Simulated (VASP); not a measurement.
# SnSe2 (P-3m1) in VASP: settings compared

Aim: see how the results for SnSe2 move with the level of theory and the settings. Levels: PBE, r2SCAN. Tasks: single point.

Everything below comes from runs of VASP 6.6.1. Logs are shortened: lines on timing, memory, paths and dates and some standing lists are left out, and cuts for length are marked.

**1. The cell of the first run**

The structure is trigonal, space group P-3m1 (No. 164). The conventional cell has a = 3.825 Å, b = 3.825 Å, c = 6.227 Å, α = 90.00°, β = 90.00°, γ = 120.00°. Sn (site symmetry -3m) has 6 Se at 2.71 Å within 3.6 Å. Within 3.6 Å of Se (site symmetry 3m) lie 3 Sn at 2.71 Å.

**2. Single point, PBE**

INCAR reads:

```
  PREC = Accurate
  ENCUT = 520
  EDIFF = 1E-7
  ISMEAR = 0
  SIGMA = 0.01
  LREAL = False
  LASPH = True
  NELM = 80
  ALGO = Normal
  ISIF = 2
  LWAVE = False
  LCHARG = False
  GGA = PE
  NBANDS = 20
```

KPOINTS reads:

```
regular mesh
0
Gamma
  12 12 4
```

POSCAR reads:

```
SnSe2
1.0
    3.8251493256      0.0000000000      0.0000000000
   -1.9125746628      3.3126764893      0.0000000000
    0.0000000000      0.0000000000      6.2270790514
Sn Se
1 2
Direct
    0.0000000000      0.0000000000      0.0000000000
    0.3333333333      0.6666666667      0.2530782242
    0.6666666667      0.3333333333      0.7469217758
```

Potentials or basis: VASP PAW PBE potentials, release 64 (Sn_d, Se).

Command:

```bash
cat potpaw_PBE.64/Sn_d/POTCAR potpaw_PBE.64/Se/POTCAR > POTCAR
mpirun -np 1 vasp_std > vasp.out
```

OUTCAR:

```text
PREC = Accurate
   ENCUT = 520
   EDIFF = 1E-7
   ISMEAR = 0
   LREAL = False
   LASPH = True
   NELM = 80
   ISIF = 2
   GGA = PE

 ion  position               nearest neighbor table
   1  0.000  0.000  0.000-   2 2.71   3 2.71   3 2.71   2 2.71   3 2.71   2 2.71
   2  0.333  0.667  0.253-   1 2.71   1 2.71   1 2.71
   3  0.667  0.333  0.747-   1 2.71   1 2.71   1 2.71

  LATTYP: Found a hexagonal cell.
 ALAT       =     3.8251493256
 C/A-ratio  =     1.6279309698

  Lattice vectors:

 A1 = (   3.8251493256,   0.0000000000,   0.0000000000)
 A2 = (  -1.9125746628,   3.3126764893,   0.0000000000)
 A3 = (   0.0000000000,   0.0000000000,   6.2270790514)

Analysis of symmetry for initial positions (statically):
=====================================================================
 Subroutine PRICEL returns:
 Original cell was already a primitive cell.

 Routine SETGRP: Setting up the symmetry group for a
 hexagonal supercell.

 Subroutine GETGRP returns: Found 12 space group operations
 (whereof 12 operations were pure point group operations)
 out of a pool of 24 trial point group operations.

The static configuration has the point symmetry D_3d.

Analysis of symmetry for dynamics (positions and initial velocities):
=====================================================================
 Subroutine PRICEL returns:
 Original cell was already a primitive cell.

 Routine SETGRP: Setting up the symmetry group for a
 hexagonal supercell.

 Subroutine GETGRP returns: Found 12 space group operations
 (whereof 12 operations were pure point group operations)
 out of a pool of 24 trial point group operations.

The dynamic configuration has the point symmetry D_3d.

 Subroutine INISYM returns: Found 12 space group operations
 (whereof 12 operations are pure point group operations),
 and found     1 'primitive' translations

----------------------------------------------------------------------------------------

                                     Primitive cell

  volume of cell :      78.9063

  direct lattice vectors                    reciprocal lattice vectors
     3.825149326  0.000000000  0.000000000     0.261427703  0.150935354  0.000000000
    -1.912574663  3.312676489  0.000000000     0.000000000  0.301870709  0.000000000
     0.000000000  0.000000000  6.227079051     0.000000000  0.000000000  0.160588936

  length of vectors
     3.825149326  3.825149326  6.227079051     0.301870709  0.301870709  0.160588936

  position of ions in fractional coordinates (direct lattice)
     0.000000000  0.000000000  0.000000000
     0.333333333  0.666666667  0.253078224
     0.666666667  0.333333333  0.746921776

  ion indices of the primitive-cell ions
   primitive index   ion index
                 1           1
                 2           2
                 3           3

----------------------------------------------------------------------------------------

 KPOINTS: regular mesh

Automatic generation of k-mesh.
 Grid dimensions read from file:
 generate k-points for:   12   12    4

 Generating k-lattice:

  Cartesian coordinates                     Fractional coordinates (reciprocal lattice)
     0.021785642  0.012577946  0.000000000     0.083333333  0.000000000  0.000000000
     0.000000000  0.025155892  0.000000000     0.000000000  0.083333333  0.000000000
     0.000000000  0.000000000  0.040147234     0.000000000  0.000000000  0.250000000

  Length of vectors
     0.025155892  0.025155892  0.040147234

  Shift w.r.t. Gamma in fractional coordinates (k-lattice)
     0.000000000  0.000000000  0.000000000

 Subroutine IBZKPT returns following result:
 ===========================================

 Found     69 irreducible k-points:

 Following reciprocal coordinates:
            Coordinates               Weight
  0.000000  0.000000  0.000000      1.000000
  0.083333 -0.000000  0.000000      6.000000
  0.166667 -0.000000  0.000000      6.000000
  0.250000 -0.000000  0.000000      6.000000
  0.333333 -0.000000  0.000000      6.000000
  0.416667 -0.000000  0.000000      6.000000
[... 16 lines left out ...]
  0.166667 -0.000000  0.250000      6.000000
  0.000000  0.166667  0.250000      6.000000
 [... further k-points ...]
   k-points           NKPTS =     69   k-points in BZ     NKDIM =     69   number of bands    NBANDS=     20
   number of dos      NEDOS =    301   number of ions     NIONS =      3
   total plane-waves  NPLWV =  37632
   dimension x,y,z NGX =    28 NGY =   28 NGZ =   48
   dimension x,y,z NGXF=    56 NGYF=   56 NGZF=   96
   ions per type =               1   2
   NGX,Y,Z   is equivalent  to a cutoff of  12.17, 12.17, 12.81 a.u.
   NGXF,Y,Z  is equivalent  to a cutoff of  24.34, 24.34, 25.63 a.u.
 SYSTEM =  unknown system
   PREC   = accura    normal or accurate (medium, high low for compatibility)
   ISTART =      0    job   : 0-new  1-cont  2-samecut
   ICHARG =      2    charge: 1-file 2-atom 10-const
   ISPIN  =      1    spin polarized calculation?
   LNONCOLLINEAR =      F non collinear calculations
   LSORBIT =      F    spin-orbit coupling
   LASPH  =      T    aspherical Exc in radial PAW
   ENCUT  =  520.0 eV  38.22 Ry    6.18 a.u.   7.11  7.11 11.58*2*pi/ulx,y,z
   NELM   =     80;   NELMIN=  2; NELMDL= -5     # of ELM steps
   EDIFF  = 0.1E-06   stopping-criterion for ELM
   LREAL  =      F    real-space projection
   EDIFFG = 0.1E-05   stopping-criterion for IOM
   NSW    =      0    number of steps for IOM
   IBRION =     -1    ionic relax: 0-MD 1-quasi-New 2-CG
   NFREE  =      0    steps in history (QN), initial steepest desc. (CG)
   ISIF   =      2    stress and relaxation
   ISYM   =      2    0-nonsym 1-usesym 2-fastsym
   POTIM  = 0.5000    time-step for ionic-motion
   TEBEG  =    0.0;   TEEND  =   0.0 temperature during run
   PSTRESS=    0.0 pullay stress
   NELECT =      26.0000    total number of electrons
   NUPDOWN=      -1.0000    fix difference up-down
   EMIN   =  10.00;   EMAX   =-10.00  energy-range for DOS
   EFERMI =   0.00;   METHOD = LEGACY
   ISMEAR =     0;   SIGMA  =   0.01  broadening in eV -4-tet -1-fermi 0-gaus
   EFERMI_NEDOS =   21; number of points for ismear=-14 and -15
   IALGO  =     38    algorithm
   IMIX   =      4    mixing-type and parameters
     AMIX     =   0.40;   BMIX     =  1.00
     AMIX_MAG =   1.60;   BMIX_MAG =  1.00
  volume/ion in A,a.u.               =      26.30       177.50
  Fermi-wavevector in a.u.,A,eV,Ry     =   1.130738  2.136785 17.395982  1.278569
  Thomas-Fermi vector in A             =   2.267435
   LORBIT       =      0    0 simple, 1 ext, 2 COOP (PROOUT), +10 PAW based schemes
   GGA     = PE    functional components
   LHFCALC =     F    Hartree Fock is set to
   AEXX    =    0.0000 exact exchange contribution
   IVDW    =     0    specifies the selected vdW correction
   LEPSILON=     F    determine dielectric tensor
   LRPA    =     F    only Hartree local field effects (RPA)
 non-spin polarized calculation
 Gauss-broadening in eV      SIGMA  =   0.01
  energy-cutoff  :      520.00
  volume of cell :       78.91
 maximum number of plane-waves:      2142
   NGX = 15   NGY = 15   NGZ = 23

 number of electron      26.0000000 magnetization

 Free energy of the ion-electron system (eV)
  ---------------------------------------------------
  ext. energy  EPLUGINS =         0.00000000
  ---------------------------------------------------
  free energy    TOTEN  =       -11.82419396 eV

  energy without entropy =      -11.82419396  energy(sigma->0) =      -11.82419396

 E-fermi :   4.0663     XC(G=0):  -9.3746

 val. band max:        3.9408191583   @ k =   0.0833   0.0833   0.0000
 cond. band min:       4.6765957339   @ k =   0.5000  -0.0000   0.5000
 fundamental gap:      0.7357765756
 Fermi energy:         4.0662725845

 k-point     1 :       0.0000    0.0000    0.0000
  band No.  band energies     occupation
      1     -17.2861      2.00000
      2     -17.2861      2.00000
      3     -17.2492      2.00000
      4     -17.2375      2.00000
      5     -17.2375      2.00000
      6      -9.8325      2.00000
[... 12 lines left out ...]
     19      12.9295      0.00000
     20      12.9295      0.00000

 k-point     2 :       0.0833   -0.0000    0.0000
  band No.  band energies     occupation
      1     -17.2889      2.00000
      2     -17.2835      2.00000
      3     -17.2473      2.00000
      4     -17.2393      2.00000
      5     -17.2373      2.00000
      6      -9.7650      2.00000
[... 12 lines left out ...]
     19      12.2627      0.00000
     20      13.0172      0.00000

 k-point     3 :       0.1667   -0.0000    0.0000
  band No.  band energies     occupation
      1     -17.2974      2.00000
      2     -17.2772      2.00000
      3     -17.2454      2.00000
      4     -17.2401      2.00000
      5     -17.2361      2.00000
      6      -9.5670      2.00000
[... 12 lines left out ...]
     19      12.1852      0.00000
     20      13.2074      0.00000

 k-point     4 :       0.2500   -0.0000    0.0000
  band No.  band energies     occupation
      1     -17.3101      2.00000
      2     -17.2705      2.00000
      3     -17.2504      2.00000
      4     -17.2324      2.00000
      5     -17.2323      2.00000
      6      -9.2545      2.00000
[... 12 lines left out ...]
     19      12.2223      0.00000
     20      13.4919      0.00000

 k-point     5 :       0.3333   -0.0000    0.0000
  band No.  band energies     occupation
      1     -17.3236      2.00000
      2     -17.2665      2.00000
      3     -17.2554      2.00000
      4     -17.2259      2.00000
      5     -17.2239      2.00000
      6      -8.8630      2.00000
[... 12 lines left out ...]
     19      12.9429      0.00000
     20      13.7003      0.00000
[... 353 lines left out ...]
      6      -9.6849      2.00000
[... 12 lines left out ...]
     19      12.1217      0.00000
     20      12.8963      0.00000

 k-point    22 :       0.0000    0.0833    0.2500
  band No.  band energies     occupation
      1     -17.2889      2.00000
      2     -17.2835      2.00000
      3     -17.2473      2.00000
      4     -17.2393      2.00000
      5     -17.2373      2.00000
      6      -9.6849      2.00000
[... 12 lines left out ...]
     19      12.0708      0.00000
     20      12.6291      0.00000

 k-point    23 :       0.1667   -0.0000    0.2500
  band No.  band energies     occupation
      1     -17.2974      2.00000
      2     -17.2772      2.00000
      3     -17.2453      2.00000
      4     -17.2401      2.00000
      5     -17.2361      2.00000
      6      -9.4888      2.00000
[... 12 lines left out ...]
     19      12.2152      0.00000
     20      13.1343      0.00000

 k-point    24 :       0.0000    0.1667    0.2500
  band No.  band energies     occupation
      1     -17.2974      2.00000
      2     -17.2772      2.00000
      3     -17.2454      2.00000
      4     -17.2400      2.00000
      5     -17.2361      2.00000
      6      -9.4885      2.00000
[... 12 lines left out ...]
     19      11.9755      0.00000
     20      12.8826      0.00000

 [... further k-points ...]
[... 5 lines left out ...]
  --------------------------------------------------------------------------------------
  -------------------------------------------------------------------------------------
  Total        1.4277389      1.4277389      1.5167966      0.0000000      0.0000000     -0.0000000
  in kB       28.9899579     28.9899579     30.7982568      0.0000000      0.0000000     -0.0000000
  external PRESSURE =      29.5927242 kB  Pullay stress =       0.0000000 kB

 VOLUME and BASIS-vectors are now :
 -----------------------------------------------------------------------------
  energy-cutoff  :      520.00
  volume of cell :       78.91
      direct lattice vectors                 reciprocal lattice vectors
     3.825149326  0.000000000  0.000000000     0.261427703  0.150935354  0.000000000
    -1.912574663  3.312676489  0.000000000     0.000000000  0.301870709  0.000000000
     0.000000000  0.000000000  6.227079051     0.000000000  0.000000000  0.160588936

 POSITION                                       TOTAL-FORCE (eV/Angst)
 -----------------------------------------------------------------------------------
      0.00000      0.00000      0.00000        -0.000000      0.000000     -0.000000
     -0.00000      2.20845      1.57594         0.000000     -0.000000      0.275359
      1.91257      1.10423      4.65114        -0.000000      0.000000     -0.275359
 -----------------------------------------------------------------------------------
    total drift:                                0.000000      0.000000      0.000000

  FREE ENERGIE OF THE ION-ELECTRON SYSTEM (eV)
  ---------------------------------------------------
  free  energy   TOTEN  =       -11.8241939602 eV

  energy  without entropy=      -11.8241939602  energy(sigma->0) =      -11.82419396
```

Run time: 3.6 min. Hardware: 1 thread of AMD EPYC 7R13, shared host; peak memory 0.22 GiB.

What came out:

| Quantity | Value |
| --- | --- |
| Free energy | -11.8242 eV |
| Pressure | 3.0 GPa |
| Largest force | 0.275 eV/Å |
| Band gap on the k mesh | 0.74 eV, indirect (least direct gap 1.12 eV) |

Forces in eV/Å, atoms in the order of the input:
```
Sn   0.000  0.000  0.000
Se   0.000  0.000  0.275
Se   0.000  0.000 -0.275
```

Caveat: spin-orbit coupling is left out, which moves the levels of the heavy elements; this functional lacks dispersion, which binds the layers, so the pressure and a relaxed spacing across them are unreliable. A k mesh can miss the band edges.

**3. Single point, r2SCAN**

POSCAR is that of step 2.

INCAR.step1 reads:

```
SYSTEM = SnSe2
PREC     = Accurate       ! precision mode
ENCUT    = 520            ! plane-wave cutoff, eV
ISMEAR   = 0              ! smearing method
SIGMA    = 0.01           ! smearing width, eV
LREAL    = .FALSE.        ! projectors in reciprocal space
LASPH    = .TRUE.         ! aspherical terms in the spheres
NELM     = 60             ! most SCF steps
NBANDS   = 20             ! bands
GGA      = PE             ! functional
ALGO     = Normal         ! electronic algorithm
EDIFF    = 1E-4           ! SCF threshold, eV
LWAVE    = .TRUE.         ! write WAVECAR
LCHARG   = .FALSE.        ! write CHGCAR
```

INCAR.step2 reads:

```
SYSTEM = SnSe2
PREC     = Accurate       ! precision mode
ENCUT    = 520            ! plane-wave cutoff, eV
EDIFF    = 1E-7           ! SCF threshold, eV
ISMEAR   = 0              ! smearing method
SIGMA    = 0.01           ! smearing width, eV
LREAL    = .FALSE.        ! projectors in reciprocal space
LASPH    = .TRUE.         ! aspherical terms in the spheres
NELM     = 60             ! most SCF steps
ALGO     = Normal         ! electronic algorithm
ISIF     = 2              ! what is computed and relaxed
LWAVE    = .FALSE.        ! write WAVECAR
LCHARG   = .FALSE.        ! write CHGCAR
METAGGA  = R2SCAN         ! meta-GGA
LMIXTAU  = .TRUE.       
NBANDS   = 20             ! bands
ISTART   = 1
```

KPOINTS reads:

```
Automatic mesh
0
G
  12 12 4
  0 0 0
```

Potentials or basis: VASP PAW PBE potentials, release 64 (Sn_d, Se).

Command:

```bash
cat potpaw_PBE.64/Sn_d/POTCAR potpaw_PBE.64/Se/POTCAR > POTCAR
cp INCAR.step1 INCAR
mpirun -np 1 vasp_std > vasp.out
cp INCAR.step2 INCAR
mpirun -np 1 vasp_std > vasp.out
```

Wall time 15 min (1 thread of AMD EPYC 7R13, shared host); peak memory 0.24 GiB.

The run converged. Its results:

- Free energy: -54.6257 eV
- Pressure: 1.0 GPa
- Largest force: 0.016 eV/Å
- Band gap on the k mesh: 1.01 eV, indirect (least direct gap 1.49 eV)

Forces on the atoms (eV/Å):
```
Sn   0.000  0.000  0.000
Se   0.000  0.000 -0.016
Se   0.000  0.000  0.016
```

Levels at points of the mesh, in eV from the valence-band top:
| k point | band 9 | band 10 | band 11 | band 12 | band 13 | band 14 | band 15 | band 16 | band 17 | band 18 |
| --- | --- | --- | --- | --- | --- | --- | --- | --- | --- | --- |
| (0.00, 0.00, 0.00) | -0.59 | -0.59 | -0.31 | -0.31 | -0.11 | 1.43 | 3.58 | 5.06 | 5.06 | 8.68 |
| (0.50, 0.00, 0.00) | -4.41 | -2.93 | -2.54 | -1.23 | -0.28 | 1.40 | 4.26 | 5.78 | 5.85 | 7.43 |
| (0.00, 0.00, 0.50) | -2.12 | -0.69 | -0.69 | -0.15 | -0.15 | 2.82 | 3.52 | 4.80 | 4.80 | 8.58 |
| (0.50, 0.00, 0.50) | -4.87 | -2.36 | -2.00 | -0.82 | -0.67 | 1.01 | 4.65 | 5.19 | 6.32 | 6.62 |

Caveat: the PAW data sets were made with another functional, which shifts forces and pressure a little; spin-orbit coupling is left out, which moves the levels of the heavy elements.
